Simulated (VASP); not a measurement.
# FeSi (Pm-3m) in VASP: further runs, part 2 of 2

VASP 6.6.1.

**4. Single point, LDA (volume scaled by 0.960)**

The input, INCAR:

```
PREC = Accurate
ENCUT = 600
EDIFF = 1E-6
ISMEAR = 0
SIGMA = 0.05
LREAL = False
LASPH = True
NELM = 120
ALGO = Normal
ISIF = 2
LWAVE = False
LCHARG = True
GGA = CA
LELF = True
LVHAR = True
NBANDS = 17
GGA_COMPAT = False
```

The input, KPOINTS:

```
regular mesh
0
Gamma
  16 16 16
```

The input, POSCAR:

```
FeSi
1.0
    2.6724749263      0.0000000000      0.0000000000
    0.0000000000      2.6724749263      0.0000000000
    0.0000000000      0.0000000000      2.6724749263
Fe Si
1 1
Direct
    0.5000000000      0.5000000000      0.5000000000
    0.0000000000      0.0000000000      0.0000000000
```

Potentials or basis: VASP PAW LDA potentials, release 64 (Fe_sv, Si).

Launch:

```sh
$ cat potpaw_LDA.64/Fe_sv/POTCAR potpaw_LDA.64/Si/POTCAR > POTCAR
$ mpirun -np 1 vasp_std > vasp.out
```

OUTCAR:

```text
PREC = Accurate
   ENCUT = 600
   EDIFF = 1E-6
   ISMEAR = 0
   LREAL = False
   LASPH = True
   NELM = 120
   ISIF = 2
   GGA = CA

 ion  position               nearest neighbor table
   1  0.500  0.500  0.500-   2 2.31   2 2.31   2 2.31   2 2.31   2 2.31   2 2.31   2 2.31   2 2.31

   2  0.000  0.000  0.000-   1 2.31   1 2.31   1 2.31   1 2.31   1 2.31   1 2.31   1 2.31   1 2.31

  LATTYP: Found a simple cubic cell.
 ALAT       =     2.6724749263

  Lattice vectors:

 A1 = (   2.6724749263,   0.0000000000,   0.0000000000)
 A2 = (   0.0000000000,   2.6724749263,   0.0000000000)
 A3 = (   0.0000000000,   0.0000000000,   2.6724749263)

Analysis of symmetry for initial positions (statically):
=====================================================================
 Subroutine PRICEL returns:
 Original cell was already a primitive cell.

 Routine SETGRP: Setting up the symmetry group for a
 simple cubic supercell.

 Subroutine GETGRP returns: Found 48 space group operations
 (whereof 48 operations were pure point group operations)
 out of a pool of 48 trial point group operations.

The static configuration has the point symmetry O_h .

Analysis of symmetry for dynamics (positions and initial velocities):
=====================================================================
 Subroutine PRICEL returns:
 Original cell was already a primitive cell.

 Routine SETGRP: Setting up the symmetry group for a
 simple cubic supercell.

 Subroutine GETGRP returns: Found 48 space group operations
 (whereof 48 operations were pure point group operations)
 out of a pool of 48 trial point group operations.

The dynamic configuration has the point symmetry O_h .

 Subroutine INISYM returns: Found 48 space group operations
 (whereof 48 operations are pure point group operations),
 and found     1 'primitive' translations

----------------------------------------------------------------------------------------

                                     Primitive cell

  volume of cell :      19.0871

  direct lattice vectors                    reciprocal lattice vectors
     2.672474926  0.000000000  0.000000000     0.374184989  0.000000000  0.000000000
     0.000000000  2.672474926  0.000000000     0.000000000  0.374184989  0.000000000
     0.000000000  0.000000000  2.672474926     0.000000000  0.000000000  0.374184989

  length of vectors
     2.672474926  2.672474926  2.672474926     0.374184989  0.374184989  0.374184989

  position of ions in fractional coordinates (direct lattice)
     0.500000000  0.500000000  0.500000000
     0.000000000  0.000000000  0.000000000

  ion indices of the primitive-cell ions
   primitive index   ion index
                 1           1
                 2           2

----------------------------------------------------------------------------------------

 KPOINTS: regular mesh

Automatic generation of k-mesh.
 Grid dimensions read from file:
 generate k-points for:   16   16   16

 Generating k-lattice:

  Cartesian coordinates                     Fractional coordinates (reciprocal lattice)
     0.023386562  0.000000000  0.000000000     0.062500000  0.000000000  0.000000000
     0.000000000  0.023386562  0.000000000     0.000000000  0.062500000  0.000000000
     0.000000000  0.000000000  0.023386562     0.000000000  0.000000000  0.062500000

  Length of vectors
     0.023386562  0.023386562  0.023386562

  Shift w.r.t. Gamma in fractional coordinates (k-lattice)
     0.000000000  0.000000000  0.000000000

 Subroutine IBZKPT returns following result:
 ===========================================

 Found    165 irreducible k-points:

 Following reciprocal coordinates:
            Coordinates               Weight
  0.000000  0.000000  0.000000      1.000000
  0.062500  0.000000  0.000000      6.000000
  0.125000  0.000000  0.000000      6.000000
  0.187500  0.000000  0.000000      6.000000
  0.250000  0.000000  0.000000      6.000000
  0.312500  0.000000  0.000000      6.000000
[... 16 lines left out ...]
  0.437500  0.125000  0.000000     24.000000
  0.500000  0.125000  0.000000     12.000000
 [... further k-points ...]
   k-points           NKPTS =    165   k-points in BZ     NKDIM =    165   number of bands    NBANDS=     17
   number of dos      NEDOS =    301   number of ions     NIONS =      2
   total plane-waves  NPLWV =  13824
   dimension x,y,z NGX =    24 NGY =   24 NGZ =   24
   dimension x,y,z NGXF=    48 NGYF=   48 NGZF=   48
   ions per type =               1   1
   NGX,Y,Z   is equivalent  to a cutoff of  14.93, 14.93, 14.93 a.u.
   NGXF,Y,Z  is equivalent  to a cutoff of  29.86, 29.86, 29.86 a.u.
 SYSTEM =  unknown system
   PREC   = accura    normal or accurate (medium, high low for compatibility)
   ISTART =      0    job   : 0-new  1-cont  2-samecut
   ICHARG =      2    charge: 1-file 2-atom 10-const
   ISPIN  =      1    spin polarized calculation?
   LNONCOLLINEAR =      F non collinear calculations
   LSORBIT =      F    spin-orbit coupling
   LASPH  =      T    aspherical Exc in radial PAW
   ENCUT  =  600.0 eV  44.10 Ry    6.64 a.u.   5.34  5.34  5.34*2*pi/ulx,y,z
   NELM   =    120;   NELMIN=  2; NELMDL= -5     # of ELM steps
   EDIFF  = 0.1E-05   stopping-criterion for ELM
   LREAL  =      F    real-space projection
   EDIFFG = 0.1E-04   stopping-criterion for IOM
   NSW    =      0    number of steps for IOM
   IBRION =     -1    ionic relax: 0-MD 1-quasi-New 2-CG
   NFREE  =      0    steps in history (QN), initial steepest desc. (CG)
   ISIF   =      2    stress and relaxation
   ISYM   =      2    0-nonsym 1-usesym 2-fastsym
   POTIM  = 0.5000    time-step for ionic-motion
   TEBEG  =    0.0;   TEEND  =   0.0 temperature during run
   PSTRESS=    0.0 pullay stress
   NELECT =      20.0000    total number of electrons
   NUPDOWN=      -1.0000    fix difference up-down
   EMIN   =  10.00;   EMAX   =-10.00  energy-range for DOS
   EFERMI =   0.00;   METHOD = LEGACY
   ISMEAR =     0;   SIGMA  =   0.05  broadening in eV -4-tet -1-fermi 0-gaus
   EFERMI_NEDOS =   21; number of points for ismear=-14 and -15
   IALGO  =     38    algorithm
   IMIX   =      4    mixing-type and parameters
     AMIX     =   0.40;   BMIX     =  1.00
     AMIX_MAG =   1.60;   BMIX_MAG =  1.00
  volume/ion in A,a.u.               =       9.54        64.40
  Fermi-wavevector in a.u.,A,eV,Ry     =   1.662792  3.142221 37.618427  2.764876
  Thomas-Fermi vector in A             =   2.749621
   LORBIT       =      0    0 simple, 1 ext, 2 COOP (PROOUT), +10 PAW based schemes
   GGA     = CA    functional components
   LHFCALC =     F    Hartree Fock is set to
   AEXX    =    0.0000 exact exchange contribution
   IVDW    =     0    specifies the selected vdW correction
   LEPSILON=     F    determine dielectric tensor
   LRPA    =     F    only Hartree local field effects (RPA)
 non-spin polarized calculation
 Gauss-broadening in eV      SIGMA  =   0.05
  energy-cutoff  :      600.00
  volume of cell :       19.09
 maximum number of plane-waves:       655
 NGX is ok and might be reduce to    24
   NGX = 11   NGY = 11   NGZ = 11

 number of electron      20.0000018 magnetization

 Free energy of the ion-electron system (eV)
  ---------------------------------------------------
  ext. energy  EPLUGINS =         0.00000000
  ---------------------------------------------------
  free energy    TOTEN  =       -16.69158845 eV

  energy without entropy =      -16.69060833  energy(sigma->0) =      -16.69109839

 E-fermi :  15.9954     XC(G=0): -14.1159

 val. band max:       15.9953525318   @ k =   0.5000   0.5000   0.2500
 cond. band min:      15.9955233348   @ k =   0.5000   0.4375   0.0625
 fundamental gap:      0.0001708029
 Fermi energy:        15.9953856156

 k-point     1 :       0.0000    0.0000    0.0000
  band No.  band energies     occupation
      1     -70.3455      2.00000
      2     -36.9374      2.00000
      3     -36.9374      2.00000
      4     -36.9374      2.00000
      5       0.9323      2.00000
      6      11.5208      2.00000
[... 9 lines left out ...]
     16      30.9658      0.00000
     17      36.9982      0.00000

 k-point     2 :       0.0625    0.0000    0.0000
  band No.  band energies     occupation
      1     -70.3450      2.00000
      2     -36.9437      2.00000
      3     -36.9369      2.00000
      4     -36.9369      2.00000
      5       1.0156      2.00000
      6      11.4806      2.00000
[... 9 lines left out ...]
     16      31.2044      0.00000
     17      36.2253      0.00000
[... 421 lines left out ...]
 k-point    24 :       0.5000    0.1250    0.0000
  band No.  band energies     occupation
      1     -70.3288      2.00000
      2     -37.0897      2.00000
      3     -36.9467      2.00000
      4     -36.9226      2.00000
      5       5.4206      2.00000
      6       6.8927      2.00000
[... 9 lines left out ...]
     16      26.8350      0.00000
     17      31.1197      0.00000

 [... further k-points ...]
[... 5 lines left out ...]
  --------------------------------------------------------------------------------------
  -------------------------------------------------------------------------------------
  Total        1.2049156      1.2049156      1.2049156     -0.0000000     -0.0000000      0.0000000
  in kB      101.1407805    101.1407805    101.1407805     -0.0000000     -0.0000000      0.0000000
  external PRESSURE =     101.1407805 kB  Pullay stress =       0.0000000 kB

 VOLUME and BASIS-vectors are now :
 -----------------------------------------------------------------------------
  energy-cutoff  :      600.00
  volume of cell :       19.09
      direct lattice vectors                 reciprocal lattice vectors
     2.672474926  0.000000000  0.000000000     0.374184989  0.000000000  0.000000000
     0.000000000  2.672474926  0.000000000     0.000000000  0.374184989  0.000000000
     0.000000000  0.000000000  2.672474926     0.000000000  0.000000000  0.374184989

 POSITION                                       TOTAL-FORCE (eV/Angst)
 -----------------------------------------------------------------------------------
      1.33624      1.33624      1.33624         0.000000      0.000000      0.000000
      0.00000      0.00000      0.00000         0.000000      0.000000      0.000000
 -----------------------------------------------------------------------------------
    total drift:                                0.000000      0.000000     -0.000000

  FREE ENERGIE OF THE ION-ELECTRON SYSTEM (eV)
  ---------------------------------------------------
  free  energy   TOTEN  =       -16.6915884492 eV

  energy  without entropy=      -16.6906083271  energy(sigma->0) =      -16.69109839
```

Wall time 29 s (1 thread of Intel Xeon Platinum 8488C (Sapphire Rapids), shared host); peak memory 0.18 GiB.

Results:

```yaml
Free_energy: -16.6916 eV
Pressure: 10.1 GPa
Band_gap_on_the_k_mesh: zero (band 10 reaches 16.13 eV, above the bottom of band 11 at 15.96 eV)
```

Levels at points of the mesh, in eV from the Fermi level:
| k point | band 8 | band 9 | band 10 | band 11 | band 12 | band 13 |
| --- | --- | --- | --- | --- | --- | --- |
| (0.00, 0.00, 0.00) | -0.97 | -0.97 | -0.97 | 3.54 | 3.54 | 3.54 |
| (0.50, 0.00, 0.00) | -2.72 | -2.72 | -0.74 | 0.37 | 6.50 | 9.60 |
| (0.50, 0.50, 0.00) | -4.39 | -2.13 | -2.13 | -0.03 | 2.94 | 3.08 |
| (0.50, 0.50, 0.50) | -0.95 | 0.03 | 0.03 | 1.57 | 1.57 | 1.57 |

 Spin polarisation is off, so any magnetic state and its effect on volume and gap are missing.

**5. Summary**

```csv
potentials or basis,cell,cutoff (eV),second run,gap on the mesh (eV),pressure (GPa)
"VASP PAW LDA potentials, release 64 (Fe, Si)","a = 2.745 Å, 2 atoms",520,-,none,-8.9
"VASP PAW LDA potentials, release 64 (Fe_sv, Si)","a = 2.709 Å, 2 atoms",600,valence_matched,none,-1.8
"VASP PAW LDA potentials, release 64 (Fe_sv, Si)","a = 2.672 Å, 2 atoms",600,valence_matched,none,10.1
```

Alike in all rows: task single point; level LDA; no spin polarisation; k mesh 16 × 16 × 16; smearing gaussian 0.05 eV.

Absolute energies hang on the potentials; compare differences alone.
